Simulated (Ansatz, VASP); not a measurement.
One calculation of Au, two programs

INCAR

```
SYSTEM = Au
ALGO = Fast
EDIFF = 1E-7
ENCUT = 520
GGA = PS
ISIF = 2
ISMEAR = 0
LASPH = .True.
LCHARG = .True.
LELF = .True.
LREAL = .False.
LVHAR = .True.
LWAVE = .False.
NBANDS = 30
NELM = 80
PREC = Accurate
SIGMA = 0.15
```

KPOINTS

```
k-points
0
Gamma
  24 24 6
  0 0 0
```

Contents of POSCAR:

```
Au
1.0
   -1.4325950641     -2.4813274377      0.0000000000
    1.4325950641     -2.4813274377      0.0000000000
    0.0000000000      0.0000000000     11.5811559621
Au
4
Direct
    0.6666666667      0.6666666667      0.1034132084
    0.6666666667      0.6666666667      0.5170660421
    0.3333333333      0.3333333333      0.7238924589
    0.3333333333      0.3333333333      0.3102396253
```

Input for Ansatz:

```yaml
crystal:
  lattice:
    - [-1.4325950641, -2.4813274377, 0.0]
    - [1.4325950641, -2.4813274377, 0.0]
    - [0.0, 0.0, 11.5811559621]
  atoms:
    - { symbol: Au, position: [0.6666666667, 0.6666666667, 0.1034132084] }
    - { symbol: Au, position: [0.6666666667, 0.6666666667, 0.5170660421] }
    - { symbol: Au, position: [0.3333333333, 0.3333333333, 0.7238924589] }
    - { symbol: Au, position: [0.3333333333, 0.3333333333, 0.3102396253] }
basis:
  ecutwfc: 420
kpoints:
  mp_grid: { grid: [24, 24, 6] }
hamiltonian:
  xc: pbesol
scf:
  occupations: { method: gaussian, width: 0.15 }
output:
  forces: true
  stress: true
  eigenvalues: true
```

Alike in both runs: task single point; functional PBEsol; k mesh 24 × 24 × 6; occupations gaussian, width 0.15 eV; no spin polarisation.

```csv
,VASP,Ansatz
version,VASP 6.6.1,Ansatz 0.2.0
potentials or method,"VASP PAW PBE potentials, release 64 (Au), cutoff 520 eV","scalar-relativistic, plane waves, PAW"
valence electrons in the cell,44,76
```

```tsv
	VASP	Ansatz	Ansatz less VASP
gap on the k mesh at the Fermi level (eV)	none	none	-
pressure (GPa)	-3.9	-3.7	+0.19
traceless stress, the component that is largest in VASP (GPa)	2.75	2.77	+0.013
rms of the force components (eV/Å)	0.059	0.063	+0.0037
```

VASP's potentials were made for PBE, not for PBEsol. Atom by atom the forces differ by 0.004 eV/Å (rms over components). A gap of «none» marks a metal or a gap that the smearing closes. With one functional, cell and mesh, what is left measures potentials, basis and numerics. VASP's potentials hold 44 valence electrons a cell and Ansatz's 76, so a difference there can come from the potentials and not from the codes.

Spin-orbit coupling is off throughout.
